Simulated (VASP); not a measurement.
Write the native input for VASP 6.6.1 that does the following.

```yaml
Task: relaxation of cell and atoms
Functional: LDA
Potentials_or_basis: VASP PAW LDA potentials, release 64 (Al, Os)
Cutoff: 600 eV
k_mesh: 10 × 10 × 10
Occupations: methfessel-paxton, width 0.15 eV
Spin: no spin polarisation
Target_pressure: 2 GPa
Dipole_correction: no
Further_INCAR_settings: ALGO = Normal; EDIFF = 1e-07; IBRION = 2; EDIFFG = -0.005; NSW = 80; ISIF = 3
```

The structure of AlOs lies in POSCAR:

```
AlOs
1.0
    2.9979119800      0.0000000000      0.0000000000
    0.0000000000      2.9979119800      0.0000000000
    0.0000000000      0.0000000000      2.9979119800
Al Os
1 1
Direct
    0.0000000000      0.0000000000      0.0000000000
    0.5000000000      0.5000000000      0.5000000000
```

One way to write it, as run:

INCAR

```
SYSTEM = AlOs
PREC     = Accurate       ! precision mode
ENCUT    = 600            ! plane-wave cutoff, eV
EDIFF    = 1E-7           ! SCF threshold, eV
ISMEAR   = 1              ! smearing method
SIGMA    = 0.15           ! smearing width, eV
LREAL    = .False.        ! projectors in reciprocal space
LASPH    = .True.         ! aspherical terms in the spheres
NELM     = 120            ! most SCF steps
ALGO     = Normal         ! electronic algorithm
ISIF     = 3              ! what is computed and relaxed
LWAVE    = .False.        ! write WAVECAR
LCHARG   = .False.        ! write CHGCAR
IBRION   = 2              ! ionic algorithm
NSW      = 80             ! ionic steps
EDIFFG   = -0.005         ! ionic threshold
PSTRESS  = 20.0         
GGA_COMPAT= .False.      
NELMIN   = 4
```

KPOINTS

```
regular mesh
0
Gamma
  10 10 10
  0 0 0
```

Potentials or basis: VASP PAW LDA potentials, release 64 (Al, Os).

Launch:

```bash
$ cat potpaw_LDA.64/Al/POTCAR potpaw_LDA.64/Os/POTCAR > POTCAR
$ mpirun -np 1 vasp_std > vasp.out
```

Results of the run:

```yaml
Relaxed_volume: 13.09 Å³/atom
Relaxed_cell: a = 2.969 Å, b = 2.969 Å, c = 2.969 Å, α = 90.00°, β = 90.00°, γ = 90.00°
Space_group_after_relaxing_to_0.05_Å: Pm-3m (No. 221)
Energy_change_on_relaxing_the_enthalpy_is_what_falls: -4.4 meV/atom
Ionic_steps: 4
Pressure_after_relaxing: 2.0 GPa
```

Caveat: the cell is relaxed towards a set pressure, so the enthalpy falls and the energy may rise.

Wall time 40 s on 1 thread of Intel(R) Xeon(R) Platinum 8259CL CPU @ 2.50GHz (Skylake/Cascade Lake), with other jobs on the host, peak memory 0.15 GiB.
